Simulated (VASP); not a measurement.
# As2Se (I4_1/amd) in VASP: a series of runs

As2Se is run at these levels: PBEsol; tasks: single point.

Program: VASP 6.6.1. These are calculated values, not measurements. Logs are shortened: lines on timing, memory, paths and dates and some standing lists are left out, and cuts for length are marked.

## Step 1: The cell of the first run

The structure is tetragonal, space group I4_1/amd (No. 141). Conventional cell: a = 6.723 Å, b = 6.723 Å, c = 5.574 Å, α = 90.00°, β = 90.00°, γ = 90.00°. Within 3.5 Å of As (site symmetry 2/m) lie 2 Se at 2.68 Å and 6 As at 2.76 to 3.36 Å. Se (site symmetry -4m2) has 16 As at 2.68 to 3.87 Å and 4 Se at 3.64 Å within 3.9 Å.

## Step 2: Single point, PBEsol

INCAR reads:

```
PREC = Accurate
ENCUT = 520
EDIFF = 1E-6
ISMEAR = 0
SIGMA = 0.15
LREAL = False
LASPH = True
NELM = 60
ALGO = Fast
ISIF = 2
LWAVE = False
LCHARG = False
GGA = PS
NBANDS = 25
```

KPOINTS reads:

```
regular mesh
0
Gamma
  12 12 12
```

POSCAR reads:

```
As2Se
1.0
   -3.3614825397      3.3614825397      2.7872315885
    3.3614825397     -3.3614825397      2.7872315885
    3.3614825397      3.3614825397     -2.7872315885
As Se
4 2
Direct
    0.8750000000      0.1250000000      0.7500000000
    0.3750000000      0.1250000000      0.2500000000
    0.8750000000      0.6250000000      0.7500000000
    0.8750000000      0.1250000000      0.2500000000
    0.5000000000      0.5000000000      0.0000000000
    0.2500000000      0.7500000000      0.5000000000
```

Potentials or basis: VASP PAW PBE potentials, release 64 (As, Se).

Command:

```sh
> cat potpaw_PBE.64/As/POTCAR potpaw_PBE.64/Se/POTCAR > POTCAR
> mpirun -np 1 vasp_std > vasp.out
```

OUTCAR:

```text
PREC = Accurate
   ENCUT = 520
   EDIFF = 1E-6
   ISMEAR = 0
   LREAL = False
   LASPH = True
   NELM = 60
   ISIF = 2
   GGA = PS

 ion  position               nearest neighbor table
   1  0.875  0.125  0.750-   5 2.68   6 2.68   4 2.76   4 2.76   3 2.76   3 2.76
   2  0.375  0.125  0.250-   5 2.68   6 2.68   3 2.76   4 2.76   4 2.76   3 2.76
   3  0.875  0.625  0.750-   5 2.68   6 2.68   1 2.76   2 2.76   1 2.76   2 2.76
   4  0.875  0.125  0.250-   6 2.68   5 2.68   2 2.76   1 2.76   1 2.76   2 2.76
   5  0.500  0.500  0.000-   4 2.68   2 2.68   3 2.68   1 2.68
   6  0.250  0.750  0.500-   1 2.68   2 2.68   3 2.68   4 2.68

  LATTYP: Found a body centered tetragonal cell.
 ALAT       =     6.7229650794
 C/A-ratio  =     0.8291673556

  Lattice vectors:

 A1 = (  -3.3614825397,   3.3614825397,   2.7872315885)
 A2 = (   3.3614825397,  -3.3614825397,   2.7872315885)
 A3 = (   3.3614825397,   3.3614825397,  -2.7872315885)

Analysis of symmetry for initial positions (statically):
=====================================================================
 Subroutine PRICEL returns:
 Original cell was already a primitive cell.

 Routine SETGRP: Setting up the symmetry group for a
 body centered tetragonal supercell.

 Subroutine GETGRP returns: Found 16 space group operations
 (whereof  8 operations were pure point group operations)
 out of a pool of 16 trial point group operations.

The static configuration has the point symmetry D_2d.
 The point group associated with its full space group is D_4h.

Analysis of symmetry for dynamics (positions and initial velocities):
=====================================================================
 Subroutine PRICEL returns:
 Original cell was already a primitive cell.

 Routine SETGRP: Setting up the symmetry group for a
 body centered tetragonal supercell.

 Subroutine GETGRP returns: Found 16 space group operations
 (whereof  8 operations were pure point group operations)
 out of a pool of 16 trial point group operations.

The dynamic configuration has the point symmetry D_2d.
 The point group associated with its full space group is D_4h.

 Subroutine INISYM returns: Found 16 space group operations
 (whereof  8 operations are pure point group operations),
 and found     1 'primitive' translations

----------------------------------------------------------------------------------------

                                     Primitive cell

  volume of cell :     125.9780

  direct lattice vectors                    reciprocal lattice vectors
[... 95 lines left out ...]
   EDIFF  = 0.1E-05   stopping-criterion for ELM
   LREAL  =      F    real-space projection
   EDIFFG = 0.1E-04   stopping-criterion for IOM
   NSW    =      0    number of steps for IOM
   IBRION =     -1    ionic relax: 0-MD 1-quasi-New 2-CG
   NFREE  =      0    steps in history (QN), initial steepest desc. (CG)
   ISIF   =      2    stress and relaxation
   ISYM   =      2    0-nonsym 1-usesym 2-fastsym
   POTIM  = 0.5000    time-step for ionic-motion
   TEBEG  =    0.0;   TEEND  =   0.0 temperature during run
   PSTRESS=    0.0 pullay stress
   NELECT =      32.0000    total number of electrons
   NUPDOWN=      -1.0000    fix difference up-down
   EMIN   =  10.00;   EMAX   =-10.00  energy-range for DOS
   EFERMI =   0.00;   METHOD = LEGACY
   ISMEAR =     0;   SIGMA  =   0.15  broadening in eV -4-tet -1-fermi 0-gaus
   EFERMI_NEDOS =   21; number of points for ismear=-14 and -15
   IALGO  =     68    algorithm
   IMIX   =      4    mixing-type and parameters
     AMIX     =   0.40;   BMIX     =  1.00
     AMIX_MAG =   1.60;   BMIX_MAG =  1.00
  volume/ion in A,a.u.               =      21.00       141.69
  Fermi-wavevector in a.u.,A,eV,Ry     =   1.036796  1.959260 14.625522  1.074946
  Thomas-Fermi vector in A             =   2.171203
   LORBIT       =      0    0 simple, 1 ext, 2 COOP (PROOUT), +10 PAW based schemes
   GGA     = PS    functional components
   LHFCALC =     F    Hartree Fock is set to
   AEXX    =    0.0000 exact exchange contribution
   IVDW    =     0    specifies the selected vdW correction
   LEPSILON=     F    determine dielectric tensor
   LRPA    =     F    only Hartree local field effects (RPA)
 non-spin polarized calculation
 RMM-DIIS sequential band-by-band and
 Gauss-broadening in eV      SIGMA  =   0.15
  energy-cutoff  :      520.00
  volume of cell :      125.98
 maximum number of plane-waves:      3423
 NGX is ok and might be reduce to    42
   NGX = 21   NGY = 21   NGZ = 21

 number of electron      31.9999997 magnetization

 Free energy of the ion-electron system (eV)
  ---------------------------------------------------
  ext. energy  EPLUGINS =         0.00000000
  ---------------------------------------------------
  free energy    TOTEN  =       -27.73860479 eV

  energy without entropy =      -27.71396281  energy(sigma->0) =      -27.72628380

 E-fermi :   5.1041     XC(G=0): -10.3220

 val. band max:        5.1025241246   @ k =   0.4167   0.0833   0.0000
 cond. band min:       5.1050218004   @ k =   0.5000   0.5000   0.0000
 fundamental gap:      0.0024976758
 Fermi energy:         5.1041076761

 k-point     1 :       0.0000    0.0000    0.0000
  band No.  band energies     occupation
      1     -10.1806      2.00000
      2      -7.6352      2.00000
      3      -5.6666      2.00000
      4      -5.1868      2.00000
      5      -5.1868      2.00000
      6      -3.5536      2.00000
[... 661 lines left out ...]
     24      10.4507      0.00000
     25      10.9995      0.00000

 [... further k-points ...]
[... 5 lines left out ...]
  --------------------------------------------------------------------------------------
  -------------------------------------------------------------------------------------
  Total        0.6401527      0.6401527     -4.5011325      0.0000000      0.0000000      0.0000000
  in kB        8.1414054      8.1414054    -57.2450070      0.0000000      0.0000000      0.0000000
  external PRESSURE =     -13.6540654 kB  Pullay stress =       0.0000000 kB

 VOLUME and BASIS-vectors are now :
 -----------------------------------------------------------------------------
  energy-cutoff  :      520.00
  volume of cell :      125.98
      direct lattice vectors                 reciprocal lattice vectors
    -3.361482540  3.361482540  2.787231589     0.000000000  0.148743893  0.179389471
     3.361482540 -3.361482540  2.787231589     0.148743893  0.000000000  0.179389471
     3.361482540  3.361482540 -2.787231589     0.148743893  0.148743893  0.000000000

 POSITION                                       TOTAL-FORCE (eV/Angst)
 -----------------------------------------------------------------------------------
      0.00000      5.04222      0.69681        -0.000000      0.000000     -0.000000
     -0.00000      1.68074      0.69681        -0.000000      0.000000     -0.000000
      1.68074      3.36148      2.09042        -0.000000      0.000000     -0.000000
     -1.68074      3.36148      2.09042        -0.000000      0.000000     -0.000000
      0.00000      0.00000      2.78723        -0.000000      0.000000      0.000000
      3.36148     -0.00000      1.39362         0.000000     -0.000000     -0.000000
 -----------------------------------------------------------------------------------
    total drift:                               -0.000000      0.000000     -0.000000

  FREE ENERGIE OF THE ION-ELECTRON SYSTEM (eV)
  ---------------------------------------------------
  free  energy   TOTEN  =       -27.7386047910 eV

  energy  without entropy=      -27.7139628063  energy(sigma->0) =      -27.72628380
```

Wall time 10 min (1 thread of Oxide Virtual Turin-like, shared host); peak memory 0.53 GiB.

What came out:

| Quantity | Value |
| --- | --- |
| Free energy | -27.7386 eV |
| Pressure | -1.4 GPa |
| Band gap on the k mesh | zero (bands 16 and 17 overlap by 0.68 eV) |

Caveat: the stress differs along the axes, from -6 to 1 GPa; the PAW data sets were made with another functional, which shifts forces and pressure a little.

## Step 3: Single point, PBEsol

INCAR reads:

```
SYSTEM = As2Se
  PREC = Accurate
  ENCUT = 520
  EDIFF = 1E-6
  ISMEAR = 0
  SIGMA = 0.15
  LREAL = .False.
  LASPH = .True.
  NELM = 80
  ALGO = Fast
  ISIF = 2
  LWAVE = .False.
  LCHARG = .False.
  GGA = PS
  NBANDS = 25
```

KPOINTS reads:

```
Automatic mesh
0
Gamma
  12 12 12
  0 0 0
```

Edit POSCAR of step 2 so:

```diff
@@ -2,5 +2,5 @@
 1.0
-   -3.3614825397      3.3614825397      2.7872315885
-    3.3614825397     -3.3614825397      2.7872315885
-    3.3614825397      3.3614825397     -2.7872315885
+   -3.5175316230      3.5175316230      2.5454159077
+    3.5175316230     -3.5175316230      2.5454159077
+    3.5175316230      3.5175316230     -2.5454159077
 As Se
```

Potentials or basis: VASP PAW PBE potentials, release 64 (As, Se).

Command:

```sh
> cat potpaw_PBE.64/As/POTCAR potpaw_PBE.64/Se/POTCAR > POTCAR
> mpirun -np 1 vasp_std > vasp.out
```

OUTCAR:

```text
SYSTEM = As2Se
   PREC = Accurate
   ENCUT = 520
   EDIFF = 1E-6
   ISMEAR = 0
   LREAL = .False.
   LASPH = .True.
   NELM = 80
   ISIF = 2
   GGA = PS

 ion  position               nearest neighbor table
   1  0.875  0.125  0.750-   5 2.60   6 2.60   4 2.79   4 2.79   3 2.79   3 2.79
   2  0.375  0.125  0.250-   5 2.60   6 2.60   3 2.79   4 2.79   4 2.79   3 2.79
   3  0.875  0.625  0.750-   5 2.60   6 2.60   1 2.79   2 2.79   1 2.79   2 2.79
   4  0.875  0.125  0.250-   6 2.60   5 2.60   2 2.79   1 2.79   1 2.79   2 2.79
   5  0.500  0.500  0.000-   4 2.60   2 2.60   3 2.60   1 2.60
[... 884 lines left out ...]
  -------------------------------------------------------------------------------------
  Total       -0.1667298     -0.1667298      2.9197658      0.0000000      0.0000000      0.0000000
  in kB       -2.1204551     -2.1204551     37.1333244      0.0000000      0.0000000      0.0000000
  external PRESSURE =      10.9641381 kB  Pullay stress =       0.0000000 kB

 VOLUME and BASIS-vectors are now :
 -----------------------------------------------------------------------------
  energy-cutoff  :      520.00
  volume of cell :      125.98
      direct lattice vectors                 reciprocal lattice vectors
    -3.517531623  3.517531623  2.545415908     0.000000000  0.142145133  0.196431553
     3.517531623 -3.517531623  2.545415908     0.142145133  0.000000000  0.196431553
     3.517531623  3.517531623 -2.545415908     0.142145133  0.142145133  0.000000000

 POSITION                                       TOTAL-FORCE (eV/Angst)
 -----------------------------------------------------------------------------------
      0.00000      5.27630      0.63635         0.000000     -0.000000     -0.000000
      0.00000      1.75877      0.63635         0.000000     -0.000000     -0.000000
      1.75877      3.51753      1.90906         0.000000     -0.000000     -0.000000
     -1.75877      3.51753      1.90906         0.000000     -0.000000     -0.000000
      0.00000      0.00000      2.54542        -0.000000      0.000000     -0.000000
      3.51753      0.00000      1.27271         0.000000     -0.000000      0.000000
 -----------------------------------------------------------------------------------
    total drift:                               -0.000000      0.000000     -0.000000

  FREE ENERGIE OF THE ION-ELECTRON SYSTEM (eV)
  ---------------------------------------------------
  free  energy   TOTEN  =       -27.8490954592 eV

  energy  without entropy=      -27.8298317901  energy(sigma->0) =      -27.83946362
```

stdout:

```text
POSCAR found type information on POSCAR AsSe
 POSCAR found :  2 types and       6 ions
 scaLAPACK will be used
 -----------------------------------------------------------------------------
|                                                                             |
|                                                                             |
|     You enforced a specific xc type in the INCAR file but a different       |
|     I HOPE YOU KNOW WHAT YOU ARE DOING!                                     |
|                                                                             |
 -----------------------------------------------------------------------------

 LDA part: xc-table for (Slater+PW92), standard interpolation
 POSCAR, INCAR and KPOINTS ok, starting setup
 FFT: planning ... GRIDC
 FFT: planning ... GRID_SOFT
 FFT: planning ... GRID
 WAVECAR not read
 entering main loop
```

It took 11 min on 1 thread of Oxide Virtual Turin-like, shared host; peak memory 0.53 GiB.

Results:

```
Free energy            : -27.8491 eV
Pressure               : 1.1 GPa
Band gap on the k mesh : zero (bands 16 and 17 overlap by 0.77 eV)
```

Stress tensor (GPa, compression positive):
```
-0.21  0.00  0.00
 0.00 -0.21  0.00
 0.00  0.00  3.71
```

Levels at points of the mesh, in eV from the Fermi level:
| k point | band 14 | band 15 | band 16 | band 17 | band 18 | band 19 |
| --- | --- | --- | --- | --- | --- | --- |
| (0.00, 0.00, 0.00) | -2.85 | -2.85 | -1.25 | 2.64 | 3.00 | 3.08 |
| (0.50, 0.00, 0.00) | -1.75 | -0.69 | 0.08 | 0.18 | 0.69 | 1.52 |
| (0.50, 0.50, 0.00) | -1.47 | -1.29 | -1.29 | -0.14 | -0.14 | 1.80 |
| (0.50, 0.50, 0.50) | -0.80 | -0.58 | -0.58 | 0.16 | 0.16 | 0.28 |

Caveat: the PAW data sets were made with another functional, which shifts forces and pressure a little.

## Step 4: Single point, PBEsol

INCAR reads:

```
PREC = Accurate ; ENCUT = 520
EDIFF = 1E-6 ; ISMEAR = 0
SIGMA = 0.15 ; LREAL = False
LASPH = True ; NELM = 60
ALGO = Fast ; ISIF = 2
LWAVE = False ; LCHARG = False
GGA = PS ; NBANDS = 25
```

KPOINTS reads:

```
regular mesh
0
Gamma
  12 12 12
```

Edit POSCAR of step 3 so:

```diff
@@ -2,5 +2,5 @@
 1.0
-   -3.5175316230      3.5175316230      2.5454159077
-    3.5175316230     -3.5175316230      2.5454159077
-    3.5175316230      3.5175316230     -2.5454159077
+   -3.4140141894      3.4140141894      2.7021168850
+    3.4140141894     -3.4140141894      2.7021168850
+    3.4140141894      3.4140141894     -2.7021168850
 As Se
```

Command:

```sh
> cat potpaw_PBE.64/As/POTCAR potpaw_PBE.64/Se/POTCAR > POTCAR
> mpirun -np 1 vasp_std > vasp.out
```

Run time: 12 min. Hardware: 1 thread of Oxide Virtual Turin-like, shared host; peak memory 0.53 GiB.

It converged, with:

```
Free energy            : -27.8581 eV
Pressure               : -0.5 GPa
Band gap on the k mesh : zero (bands 16 and 17 overlap by 0.51 eV)
```

Stress tensor (GPa, compression positive):
```
 0.54  0.00  0.00
 0.00  0.54  0.00
 0.00  0.00 -2.70
```

Levels at points of the mesh, in eV from the Fermi level:
| k point | band 14 | band 15 | band 16 | band 17 | band 18 | band 19 |
| --- | --- | --- | --- | --- | --- | --- |
| (0.00, 0.00, 0.00) | -2.68 | -2.68 | -0.84 | 2.20 | 3.19 | 3.19 |
| (0.50, 0.00, 0.00) | -1.28 | -0.43 | -0.24 | 0.11 | 0.17 | 1.54 |
| (0.50, 0.50, 0.00) | -1.45 | -1.20 | -1.20 | -0.05 | -0.05 | 1.90 |
| (0.50, 0.50, 0.50) | -0.78 | -0.14 | -0.14 | 0.57 | 0.57 | 0.64 |

Caveat: the PAW data sets were made with another functional, which shifts forces and pressure a little.

## Step 5: The runs side by side

| cell | gap on the mesh (eV) | pressure (GPa) |
| --- | --- | --- |
| a = 5.511 Å, angles 104.8, 104.8, 119.2°, 6 atoms | none | -1.4 |
| a = 5.588 Å, angles 102.0, 102.0, 125.8°, 6 atoms | none | 1.1 |
| a = 5.533 Å, angles 103.8, 103.8, 121.5°, 6 atoms | none | -0.5 |

Alike in all rows: task single point; level PBEsol; potentials or basis VASP PAW PBE potentials, release 64 (As, Se); no spin polarisation; k mesh 12 × 12 × 12; cutoff (eV) 520; smearing gaussian 0.15 eV.

Caveats: the PAW data sets were made with another functional, which shifts forces and pressure a little; the stress differs along the axes, from -6 to 1 GPa (at least some runs).

Total energies depend on the potentials used, so only differences within one code and one set of settings carry meaning.
